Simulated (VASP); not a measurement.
# BiTe (R-3m) in VASP: single point with PBE

Aim: the single point of BiTe with PBE.

Everything below comes from runs of VASP 6.6.1. Logs are shortened: lines on timing, memory, paths and dates and some standing lists are left out, and cuts for length are marked.

### Step 1. The cell of the first run

Symmetry: R-3m, No. 166, trigonal system. The conventional cell has a = 4.845 Å, b = 4.845 Å, c = 9.940 Å, α = 90.00°, β = 90.00°, γ = 120.00°. Within 4.4 Å of Bi (site symmetry -3m) lie 6 Te at 3.25 Å and 6 Bi at 4.34 Å. Te (site symmetry -3m) has 6 Bi at 3.25 Å and 6 Te at 4.34 Å within 4.4 Å.

### Step 2. Single point, PBE

POSCAR

```
BiTe
1.0
    2.4222948376      1.3985125765      3.3133448247
   -2.4222948376      1.3985125765      3.3133448247
    0.0000000000     -2.7970251531      3.3133448247
Bi Te
1 1
Direct
    0.5000000000      0.5000000000      0.5000000000
    0.0000000000      0.0000000000      0.0000000000
```

INCAR.step1

```
SYSTEM = BiTe
ALGO = Normal
EDIFF = 1E-6
ENCUT = 520
GGA = PE
ISIF = 2
ISMEAR = 0
LASPH = .True.
LCHARG = .True.
LREAL = .False.
LWAVE = .False.
NBANDS = 18
NELM = 60
PREC = Accurate
SIGMA = 0.1
```

KPOINTS.step1

```
k-points
0
Gamma
  12 12 12
  0 0 0
```

INCAR.step2

```
SYSTEM = BiTe
ALGO = Normal
EDIFF = 1E-6
ENCUT = 520
GGA = PE
ICHARG = 11
ISIF = 2
ISMEAR = -5
LASPH = .True.
LCHARG = .False.
LORBIT = 11
LREAL = .False.
LWAVE = .False.
NEDOS = 1001
NELM = 60
PREC = Accurate
SIGMA = 0.1
```

KPOINTS.step2

```
k-points
0
Gamma
  18 18 18
  0 0 0
```

Potentials or basis: VASP PAW PBE potentials, release 64 (Bi_d, Te).

Started as:

```
$ cat potpaw_PBE.64/Bi_d/POTCAR potpaw_PBE.64/Te/POTCAR > POTCAR
$ cp INCAR.step1 INCAR
$ cp KPOINTS.step1 KPOINTS
$ mpirun -np 1 vasp_std > vasp.out
$ cp INCAR.step2 INCAR
$ cp KPOINTS.step2 KPOINTS
$ mpirun -np 1 vasp_std > vasp.out
```

OUTCAR:

```text
SYSTEM = BiTe
   EDIFF = 1E-6
   ENCUT = 520
   GGA = PE
   ICHARG = 11
   ISIF = 2
   ISMEAR = -5
   LASPH = .True.
   LORBIT = 11
   LREAL = .False.
   NELM = 60
   PREC = Accurate

 ion  position               nearest neighbor table
   1  0.500  0.500  0.500-   2 3.25   2 3.25   2 3.25   2 3.25   2 3.25   2 3.25
   2  0.000  0.000  0.000-   1 3.25   1 3.25   1 3.25   1 3.25   1 3.25   1 3.25

  LATTYP: Found a trigonal (rhomboedric) cell.
 ALAT       =     4.3360815991
 COS(alpha) =     0.3758498058

  Lattice vectors:

 A1 = (   2.4222948376,   1.3985125765,   3.3133448247)
 A2 = (  -2.4222948376,   1.3985125765,   3.3133448247)
 A3 = (   0.0000000000,  -2.7970251531,   3.3133448247)

Analysis of symmetry for initial positions (statically):
=====================================================================
 Subroutine PRICEL returns:
 Original cell was already a primitive cell.

 Routine SETGRP: Setting up the symmetry group for a
 trigonal (rhombohedral) supercell.

 Subroutine GETGRP returns: Found 12 space group operations
 (whereof 12 operations were pure point group operations)
 out of a pool of 12 trial point group operations.

The static configuration has the point symmetry D_3d.

Analysis of symmetry for dynamics (positions and initial velocities):
=====================================================================
 Subroutine PRICEL returns:
 Original cell was already a primitive cell.

 Routine SETGRP: Setting up the symmetry group for a
 trigonal (rhombohedral) supercell.

 Subroutine GETGRP returns: Found 12 space group operations
 (whereof 12 operations were pure point group operations)
 out of a pool of 12 trial point group operations.

The dynamic configuration has the point symmetry D_3d.

 Subroutine INISYM returns: Found 12 space group operations
 (whereof 12 operations are pure point group operations),
 and found     1 'primitive' translations

----------------------------------------------------------------------------------------

                                     Primitive cell

  volume of cell :      67.3459

  direct lattice vectors                    reciprocal lattice vectors
     2.422294838  1.398512576  3.313344825     0.206415830  0.119174235  0.100603273
    -2.422294838  1.398512576  3.313344825    -0.206415830  0.119174235  0.100603273
     0.000000000 -2.797025153  3.313344825     0.000000000 -0.238348470  0.100603273

  length of vectors
     4.336081599  4.336081599  4.336081599     0.258710285  0.258710285  0.258710285

  position of ions in fractional coordinates (direct lattice)
     0.500000000  0.500000000  0.500000000
[... 100 lines left out ...]
     AMIX_MAG =   1.60;   BMIX_MAG =  1.00
  volume/ion in A,a.u.               =      33.67       227.24
  Fermi-wavevector in a.u.,A,eV,Ry     =   1.110139  2.097859 16.767948  1.232409
  Thomas-Fermi vector in A             =   2.246687
   LORBIT       =     11    0 simple, 1 ext, 2 COOP (PROOUT), +10 PAW based schemes
   GGA     = PE    functional components
   LHFCALC =     F    Hartree Fock is set to
   AEXX    =    0.0000 exact exchange contribution
   IVDW    =     0    specifies the selected vdW correction
   LEPSILON=     F    determine dielectric tensor
   LRPA    =     F    only Hartree local field effects (RPA)
 non-spin polarized calculation
 Fermi weights with tetrahedron method with Bloechl corrections
  energy-cutoff  :      520.00
  volume of cell :       67.35
 maximum number of plane-waves:      1831

 number of electron      20.9999997 magnetization

 Free energy of the ion-electron system (eV)
  ---------------------------------------------------
  ext. energy  EPLUGINS =         0.00000000
  ---------------------------------------------------
  free energy    TOTEN  =        -7.18170962 eV

  energy without entropy =       -7.18170962  energy(sigma->0) =       -7.18170962

 E-fermi :   6.7113     XC(G=0):  -9.4842

 val. band max:        6.8029773736   @ k =  -0.4444  -0.4444   0.3333
 cond. band min:       6.6178620132   @ k =   0.4444   0.4444   0.3333
 fundamental gap:     -0.1851153604
 Fermi energy:         6.7112744734

 k-point     1 :       0.0000    0.0000    0.0000
  band No.  band energies     occupation
      1     -16.5383      2.00000
      2     -16.5383      2.00000
      3     -16.5282      2.00000
      4     -16.5282      2.00000
      5     -16.5129      2.00000
      6      -6.8025      2.00000
      7      -1.5823      2.00000
      8       3.7719      2.00000
      9       3.7719      2.00000
     10       5.0798      2.00000
     11       8.5685      0.00000
     12       9.2060      0.00000
     13       9.2060      0.00000
     14      10.7548      0.00000
[... 377 lines left out ...]
      1     -16.5386      2.00000
      2     -16.5373      2.00000
      3     -16.5300      2.00000
      4     -16.5253      2.00000
      5     -16.5116      2.00000
      6      -6.2991      2.00000
      7      -2.7126      2.00000
      8       3.7184      2.00000
      9       4.6399      2.00000
     10       5.1385      2.00000
     11       7.0774     -0.06452
     12       7.5845      0.00000
     13       8.3007      0.00000
     14      11.5664      0.00000

 [... further k-points ...]

------------------------ aborting loop because EDIFF is reached ----------------------------------------

  FORCE on cell =-STRESS in cart. coord.  units (eV):
  Direction    XX          YY          ZZ          XY          YZ          ZX
  --------------------------------------------------------------------------------------
  -------------------------------------------------------------------------------------
  Total       -0.0348705     -0.0348705     -0.0686127      0.0000000      0.0000000      0.0000000
  in kB       -0.8295779     -0.8295779     -1.6323152      0.0000000      0.0000000      0.0000000
  external PRESSURE =      -1.0971570 kB  Pullay stress =       0.0000000 kB

 VOLUME and BASIS-vectors are now :
 -----------------------------------------------------------------------------
  energy-cutoff  :      520.00
  volume of cell :       67.35
      direct lattice vectors                 reciprocal lattice vectors
     2.422294838  1.398512576  3.313344825     0.206415830  0.119174235  0.100603273
    -2.422294838  1.398512576  3.313344825    -0.206415830  0.119174235  0.100603273
     0.000000000 -2.797025153  3.313344825     0.000000000 -0.238348470  0.100603273

 POSITION                                       TOTAL-FORCE (eV/Angst)
 -----------------------------------------------------------------------------------
      0.00000     -0.00000      4.97002        -0.000000     -0.000000      0.000000
      0.00000      0.00000      0.00000         0.000000      0.000000     -0.000000
 -----------------------------------------------------------------------------------
    total drift:                               -0.000000      0.000000     -0.000000

  FREE ENERGIE OF THE ION-ELECTRON SYSTEM (eV)
  ---------------------------------------------------
  free  energy   TOTEN  =        -7.1817096178 eV

  energy  without entropy=       -7.1817096178  energy(sigma->0) =       -7.18170962

 total charge

# of ion       s       p       d       tot
------------------------------------------
    1        1.575   1.181   9.924  12.680
    2        1.413   1.876   0.034   3.323
--------------------------------------------------
tot          2.988   3.057   9.958  16.003
```

It took 4.6 min on 1 thread of Intel Xeon Platinum 8259CL at 2.50GHz (Skylake/Cascade Lake), shared host; peak memory 0.67 GiB.

Results:

| Quantity | Value |
| --- | --- |
| Valence electrons inside the program's atomic spheres | Bi 12.68; Te 3.32 |

Levels at points of the mesh, in eV from the Fermi level:
| k point | band 7 | band 8 | band 9 | band 10 | band 11 | band 12 | band 13 | band 14 |
| --- | --- | --- | --- | --- | --- | --- | --- | --- |
| (0.00, 0.00, 0.00) | -8.29 | -2.94 | -2.94 | -1.63 | 1.86 | 2.49 | 2.49 | 4.04 |
| (0.50, 0.00, 0.00) | -11.38 | -1.88 | -1.85 | -1.05 | -0.98 | -0.62 | 0.30 | 6.68 |
| (0.50, 0.50, 0.00) | -9.99 | -5.63 | -4.51 | -3.32 | 2.39 | 3.04 | 3.57 | 4.56 |
| (0.50, 0.50, 0.50) | -10.96 | -2.38 | -2.38 | -2.26 | -1.58 | -1.29 | -1.29 | 7.98 |

Caveat: spin-orbit coupling is left out, which moves the levels of the heavy elements; an odd number of electrons without spin polarisation forces a metal; a magnetic or distorted state may lie lower.
